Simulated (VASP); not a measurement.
# CaHfO (P4/mmm) in VASP: notebook, part 2 of 2

VASP 6.6.1. Earlier steps stand in the parts before.

## Step 4: Relaxation of cell and atoms, PBE

INCAR

```
SYSTEM = CaHfO
PREC = Accurate
ENCUT = 600
EDIFF = 1E-7
ISMEAR = 0
SIGMA = 0.1
LREAL = .False.
LASPH = .True.
NELM = 100
ALGO = Fast
ISIF = 3
LWAVE = .False.
LCHARG = .False.
GGA = PE
IBRION = 2
NSW = 90
EDIFFG = -0.04
```

KPOINTS

```
Automatic mesh
0
Gamma
  6 6 4
  0 0 0
```

POSCAR

```
CaHfO
1.0
    3.5747410923      0.0000000000      0.0000000000
    0.0000000000      3.5747410923      0.0000000000
    0.0000000000      0.0000000000      4.2534691163
Ca Hf O
1 1 1
Direct
    0.0000000000      0.0000000000      0.0000000000
    0.5000000000      0.5000000000      0.5000000000
    0.5000000000      0.5000000000      0.0000000000
```

Command:

```
$ cat potpaw_PBE.64/Ca_sv/POTCAR potpaw_PBE.64/Hf_pv/POTCAR potpaw_PBE.64/O/POTCAR > POTCAR
$ mpirun -np 1 vasp_std > vasp.out
```

Wall time 3.6 min (1 thread of AMD EPYC 9755, shared host); peak memory 0.17 GiB.

Results (log left out):

| Item | Value |
| --- | --- |
| Free energy | -21.6637 eV |
| Relaxed volume | 18.09 Å³/atom |
| Relaxed cell | a = 3.582 Å, b = 3.582 Å, c = 4.231 Å, α = 90.00°, β = 90.00°, γ = 90.00° |
| Space group after relaxing (to 0.1 Å) | P4/mmm (No. 123) |
| Energy gained by relaxing | 0.5 meV/atom |
| Ionic steps | 4 |
| Pressure after relaxing | 0.1 GPa |
| Band gap on the k mesh | zero (bands 13 and 14 overlap by 1.22 eV) |

Stress tensor (GPa, compression positive):
```
0.17 0.00 0.00
0.00 0.17 0.00
0.00 0.00 0.03
```

The path:
| step | energy change (eV) | largest force (eV/Å) | pressure (GPa) | volume (Å³) |
| --- | --- | --- | --- | --- |
| 1 | 0.0000 | 0.0000 | -0.48 | 54.35 |
| 2 | -0.0004 | 0.0000 | 0.86 | 53.93 |
| 3 | -0.0012 | 0.0000 | 0.25 | 54.12 |
| 4 | -0.0015 | 0.0000 | 0.12 | 54.27 |

Final structure:
```
Ca Hf O
1.0
     3.58167    0.00000    0.00000
     0.00000    3.58167    0.00000
     0.00000    0.00000    4.23077
Ca Hf O
1 1 1
Cartesian
  0.0000 3.5817 0.0000
  1.7908 1.7908 2.1154
  1.7908 1.7908 0.0000
```

Levels at points of the mesh, in eV from the Fermi level:
| k point | band 9 | band 10 | band 11 | band 12 | band 13 | band 14 | band 15 | band 16 | band 17 |
| --- | --- | --- | --- | --- | --- | --- | --- | --- | --- |
| (0.00, 0.00, 0.00) | -4.92 | -4.80 | -4.80 | -4.53 | -1.36 | 1.31 | 1.31 | 2.67 | 3.15 |
| (0.50, 0.00, 0.00) | -6.24 | -5.35 | -4.95 | -1.84 | -0.43 | 0.13 | 1.69 | 2.23 | 3.01 |
| (0.50, 0.50, 0.00) | -5.39 | -5.39 | -4.74 | -1.86 | -0.73 | -0.73 | 3.14 | 3.14 | 3.39 |
| (0.00, 0.00, 0.50) | -7.62 | -5.29 | -5.29 | -3.38 | -0.43 | 1.30 | 1.32 | 3.50 | 3.50 |
| (0.50, 0.00, 0.50) | -7.60 | -6.76 | -5.83 | -2.10 | 0.42 | 0.91 | 1.63 | 3.91 | 4.19 |
| (0.50, 0.50, 0.50) | -7.36 | -5.94 | -5.94 | -0.86 | 0.49 | 0.49 | 2.52 | 2.52 | 4.37 |

Caveat: the k points lie up to 0.37 Å⁻¹ apart in the final cell, too coarse for converged energies and pressures of a metal; spin-orbit coupling is left out, which moves the levels of the heavy elements.

## Step 5: Single point, PBE

This run uses another cell than the first one, of 18.05 Å³/atom.

INCAR

```
ALGO = Fast
EDIFF = 1E-7
ENCUT = 520
GGA = PE
ISIF = 2
ISMEAR = 0
LASPH = T
LCHARG = F
LREAL = F
LWAVE = F
NBANDS = 20
NELM = 100
PREC = Accurate
SIGMA = 0.1
```

KPOINTS

```
k-points
0
Gamma
  14 14 12
```

POSCAR

```
CaHfO
1.0
    3.5675180290      0.0000000000      0.0000000000
    0.0000000000      3.5675180290      0.0000000000
    0.0000000000      0.0000000000      4.2555673803
Ca Hf O
1 1 1
Direct
    0.0000000000      0.0000000000      0.0000000000
    0.5000000000      0.5000000000      0.5000000000
    0.5000000000      0.5000000000      0.0000000000
```

Command:

```
$ cat potpaw_PBE.64/Ca_sv/POTCAR potpaw_PBE.64/Hf_pv/POTCAR potpaw_PBE.64/O/POTCAR > POTCAR
$ mpirun -np 1 vasp_std > vasp.out
```

Run time: 8.3 min. Hardware: 1 thread of AMD EPYC 9755, shared host; peak memory 0.37 GiB.

Results (log left out):

| Item | Value |
| --- | --- |
| Free energy | -21.6779 eV |
| Pressure | -0.4 GPa |
| Band gap on the k mesh | zero (bands 13 and 14 overlap by 1.26 eV) |

Stress tensor (GPa, compression positive):
```
 0.06  0.00  0.00
 0.00  0.06  0.00
 0.00  0.00 -1.43
```

Levels at points of the mesh, in eV from the Fermi level:
| k point | band 9 | band 10 | band 11 | band 12 | band 13 | band 14 | band 15 | band 16 | band 17 | band 18 |
| --- | --- | --- | --- | --- | --- | --- | --- | --- | --- | --- |
| (0.00, 0.00, 0.00) | -4.93 | -4.75 | -4.75 | -4.54 | -1.34 | 1.33 | 1.33 | 2.75 | 3.19 | 3.22 |
| (0.50, 0.00, 0.00) | -6.22 | -5.31 | -4.96 | -1.82 | -0.43 | 0.11 | 1.73 | 2.26 | 3.02 | 3.87 |
| (0.50, 0.50, 0.00) | -5.34 | -5.34 | -4.74 | -1.87 | -0.75 | -0.75 | 3.18 | 3.18 | 3.50 | 4.50 |
| (0.00, 0.00, 0.50) | -7.56 | -5.22 | -5.22 | -3.38 | -0.43 | 1.33 | 1.33 | 3.54 | 3.54 | 3.75 |
| (0.50, 0.00, 0.50) | -7.53 | -6.72 | -5.77 | -2.08 | 0.42 | 0.95 | 1.56 | 3.89 | 4.10 | 4.29 |
| (0.50, 0.50, 0.50) | -7.28 | -5.88 | -5.88 | -0.88 | 0.51 | 0.51 | 2.46 | 2.46 | 4.44 | 4.83 |

Caveat: spin-orbit coupling is left out, which moves the levels of the heavy elements.

## Step 6: Relaxation of cell and atoms, PBE

INCAR

```
SYSTEM = CaHfO
PREC = Accurate ; ENCUT = 600
EDIFF = 1E-7 ; ISMEAR = 0
SIGMA = 0.1 ; LREAL = .False.
LASPH = .True. ; NELM = 80
ALGO = Fast ; ISIF = 3
LWAVE = .False. ; LCHARG = .False.
GGA = PE ; IBRION = 2
NSW = 100 ; EDIFFG = -0.01
```

KPOINTS

```
regular mesh
0
Gamma
  14 14 12
  0 0 0
```

POSCAR

```
CaHfO
1.0
    3.5747410923      0.0000000000      0.0000000000
    0.0000000000      3.5747410923      0.0000000000
    0.0000000000      0.0000000000      4.2534691163
Ca Hf O
1 1 1
Direct
    0.0000000000      0.0000000000      0.0000000000
    0.5000000000      0.5000000000      0.5000000000
    0.5000000000      0.5000000000      0.0000000000
```

Potentials or basis: VASP PAW PBE potentials, release 64 (Ca_sv, Hf_pv, O).

Command:

```
$ cat potpaw_PBE.64/Ca_sv/POTCAR potpaw_PBE.64/Hf_pv/POTCAR potpaw_PBE.64/O/POTCAR > POTCAR
$ mpirun -np 1 vasp_std > vasp.out
```

OUTCAR:

```text
SYSTEM = CaHfO
   PREC = Accurate
   ENCUT = 600
   EDIFF = 1E-7
   ISMEAR = 0
   LREAL = .False.
   LASPH = .True.
   NELM = 80
   ISIF = 3
   GGA = PE
   IBRION = 2
   NSW = 100
   EDIFFG = -0.01

 ion  position               nearest neighbor table
   1  0.000  0.000  0.000-   3 2.53   3 2.53   3 2.53   3 2.53   2 3.30   2 3.30   2 3.30   2 3.30
                             2 3.30   2 3.30   2 3.30   2 3.30
   2  0.500  0.500  0.500-   3 2.13   3 2.13   1 3.30   1 3.30   1 3.30   1 3.30   1 3.30   1 3.30
                             1 3.30   1 3.30
   3  0.500  0.500  0.000-   2 2.13   2 2.13   1 2.53   1 2.53   1 2.53   1 2.53

  LATTYP: Found a simple tetragonal cell.
 ALAT       =     3.5747410923
 C/A-ratio  =     1.1898677433

  Lattice vectors:

 A1 = (   3.5747410923,   0.0000000000,   0.0000000000)
 A2 = (   0.0000000000,   3.5747410923,   0.0000000000)
 A3 = (   0.0000000000,   0.0000000000,   4.2534691163)

Analysis of symmetry for initial positions (statically):
=====================================================================
 Subroutine PRICEL returns:
 Original cell was already a primitive cell.

 Routine SETGRP: Setting up the symmetry group for a
 simple tetragonal supercell.

 Subroutine GETGRP returns: Found 16 space group operations
 (whereof 16 operations were pure point group operations)
 out of a pool of 16 trial point group operations.

The static configuration has the point symmetry D_4h.

Analysis of symmetry for dynamics (positions and initial velocities):
=====================================================================
 Subroutine PRICEL returns:
 Original cell was already a primitive cell.

 Routine SETGRP: Setting up the symmetry group for a
[... 128 lines left out ...]
     AMIX_MAG =   1.60;   BMIX_MAG =  1.00
  volume/ion in A,a.u.               =      18.12       122.27
  Fermi-wavevector in a.u.,A,eV,Ry     =   1.280330  2.419472 22.303268  1.639244
  Thomas-Fermi vector in A             =   2.412764
   LORBIT       =      0    0 simple, 1 ext, 2 COOP (PROOUT), +10 PAW based schemes
   GGA     = PE    functional components
   LHFCALC =     F    Hartree Fock is set to
   AEXX    =    0.0000 exact exchange contribution
   IVDW    =     0    specifies the selected vdW correction
   LEPSILON=     F    determine dielectric tensor
   LRPA    =     F    only Hartree local field effects (RPA)
 conjugate gradient relaxation of ions
 non-spin polarized calculation
 RMM-DIIS sequential band-by-band and
 Gauss-broadening in eV      SIGMA  =   0.10
  energy-cutoff  :      600.00
  volume of cell :       54.35
 maximum number of plane-waves:      1840
 NGX is ok and might be reduce to    30
   NGX = 15   NGY = 15   NGZ = 17

--------------------------------------- Ionic step        1  -------------------------------------------

 number of electron      26.0000002 magnetization

 Free energy of the ion-electron system (eV)
  ---------------------------------------------------
  ext. energy  EPLUGINS =         0.00000000
  ---------------------------------------------------
  free energy    TOTEN  =       -21.68053157 eV

  energy without entropy =      -21.66880945  energy(sigma->0) =      -21.67467051

------------------------ aborting loop because EDIFF is reached ----------------------------------------

  FORCE on cell =-STRESS in cart. coord.  units (eV):
  Direction    XX          YY          ZZ          XY          YZ          ZX
  --------------------------------------------------------------------------------------
  -------------------------------------------------------------------------------------
  Total       -0.0801994     -0.0801994     -0.5384827      0.0000000      0.0000000      0.0000000
  in kB       -2.3640088     -2.3640088    -15.8726646      0.0000000      0.0000000      0.0000000
  external PRESSURE =      -6.8668941 kB  Pullay stress =       0.0000000 kB
[... 135 lines left out ...]
--------------------------------------- Ionic step        5  -------------------------------------------

 number of electron      26.0000003 magnetization

 Free energy of the ion-electron system (eV)
  ---------------------------------------------------
  ext. energy  EPLUGINS =         0.00000000
  ---------------------------------------------------
  free energy    TOTEN  =       -21.68174979 eV

  energy without entropy =      -21.67049188  energy(sigma->0) =      -21.67612083

 E-fermi :   4.8829     XC(G=0): -10.5429

 val. band max:        4.8811637020   @ k =   0.5000   0.1429   0.4167
 cond. band min:       4.8960193853   @ k =   0.3571   0.2143   0.0000
 fundamental gap:      0.0148556833
 Fermi energy:         4.8829476710

 k-point     1 :       0.0000    0.0000    0.0000
  band No.  band energies     occupation
      1     -35.7540      2.00000
      2     -26.5374      2.00000
      3     -26.0965      2.00000
      4     -26.0965      2.00000
      5     -16.7994      2.00000
      6     -16.7994      2.00000
[... 457 lines left out ...]
      4     -26.1351      2.00000
      5     -17.2464      2.00000
      6     -16.8749      2.00000
[... 9 lines left out ...]
     16       6.2896      0.00000
     17       9.0695      0.00000

 [... further k-points ...]
[... 5 lines left out ...]
  --------------------------------------------------------------------------------------
  -------------------------------------------------------------------------------------
  Total        0.0216090      0.0216090      0.0081619      0.0000000      0.0000000      0.0000000
  in kB        0.6398881      0.6398881      0.2416910      0.0000000      0.0000000      0.0000000
  external PRESSURE =       0.5071557 kB  Pullay stress =       0.0000000 kB
[... 18 lines left out ...]
  FREE ENERGIE OF THE ION-ELECTRON SYSTEM (eV)
  ---------------------------------------------------
  free  energy   TOTEN  =       -21.6817497886 eV

  energy  without entropy=      -21.6704918758  energy(sigma->0) =      -21.67612083

 reached required accuracy - stopping structural energy minimisation
```

It took 26 min on 1 thread of AMD EPYC 9755, shared host; peak memory 0.43 GiB.

What came out:

- Free energy: -21.6817 eV
- Relaxed volume: 18.04 Å³/atom
- Relaxed cell: a = 3.575 Å, b = 3.575 Å, c = 4.234 Å, α = 90.00°, β = 90.00°, γ = 90.00°
- Space group after relaxing (to 0.1 Å): P4/mmm (No. 123)
- Energy gained by relaxing: 0.4 meV/atom
- Ionic steps: 5
- Pressure after relaxing: 0.1 GPa
- Band gap on the k mesh: zero (bands 13 and 14 overlap by 1.23 eV)

Step by step:
| step | energy change (eV) | largest force (eV/Å) | pressure (GPa) | volume (Å³) |
| --- | --- | --- | --- | --- |
| 1 | 0.0000 | 0.0000 | -0.69 | 54.35 |
| 2 | 0.0003 | 0.0000 | 0.92 | 53.74 |
| 3 | -0.0012 | 0.0000 | 0.06 | 54.06 |
| 4 | -0.0012 | 0.0000 | 0.09 | 54.06 |
| 5 | -0.0012 | 0.0000 | 0.05 | 54.11 |

Final structure:
```
CELL_PARAMETERS angstrom
3.57462 0.00000 0.00000
0.00000 3.57462 0.00000
0.00000 0.00000 4.23431
ATOMIC_POSITIONS crystal
Ca 0.00000 0.00000 0.00000
Hf 0.50000 0.50000 0.50000
O 0.50000 0.50000 0.00000
```

Levels at points of the mesh, in eV from the Fermi level:
```csv
k point,band 10,band 11,band 12,band 13,band 14,band 15,band 16,band 17
"(0.00, 0.00, 0.00)",-4.79,-4.79,-4.54,-1.36,1.32,1.32,2.70,3.17
"(0.50, 0.00, 0.00)",-5.34,-4.95,-1.83,-0.44,0.13,1.71,2.25,3.01
"(0.50, 0.50, 0.00)",-5.38,-4.74,-1.87,-0.74,-0.74,3.16,3.16,3.43
"(0.00, 0.00, 0.50)",-5.27,-5.27,-3.38,-0.43,1.32,1.32,3.51,3.51
"(0.50, 0.00, 0.50)",-6.76,-5.82,-2.10,0.42,0.92,1.62,3.92,4.08
"(0.50, 0.50, 0.50)",-5.93,-5.93,-0.87,0.49,0.49,2.52,2.52,4.40
```

Caveat: spin-orbit coupling is left out, which moves the levels of the heavy elements.

## Step 7: Summary

```csv
task,cell,k mesh,cutoff (eV),gap on the mesh (eV),pressure (GPa),relaxed volume (Å³/atom)
single point,"a = 3.575, b = 3.575, c = 4.253 Å, 3 atoms",4 × 4 × 6,520,none,-0.4,-
single point,"a = 3.575, b = 3.575, c = 4.253 Å, 3 atoms",6 × 6 × 4,520,none,-0.4,-
relaxation of cell and atoms,"relaxed from a = 3.575, b = 3.575, c = 4.253 Å, 3 atoms",6 × 6 × 4,600,none,0.1,18.09
single point,"a = 3.568, b = 3.568, c = 4.256 Å, 3 atoms",14 × 14 × 12,520,none,-0.4,-
relaxation of cell and atoms,"relaxed from a = 3.575, b = 3.575, c = 4.253 Å, 3 atoms",14 × 14 × 12,600,none,0.1,18.04
```

Alike in all rows: level PBE; potentials or basis VASP PAW PBE potentials, release 64 (Ca_sv, Hf_pv, O); no spin polarisation; smearing gaussian 0.1 eV.

Caveats: some runs use coarse meshes; spin-orbit coupling is left out, which moves the levels of the heavy elements.

Absolute energies hang on the potentials; compare differences alone.

The gap in the log of VASP goes by the Fermi energy; the results here count the filled bands.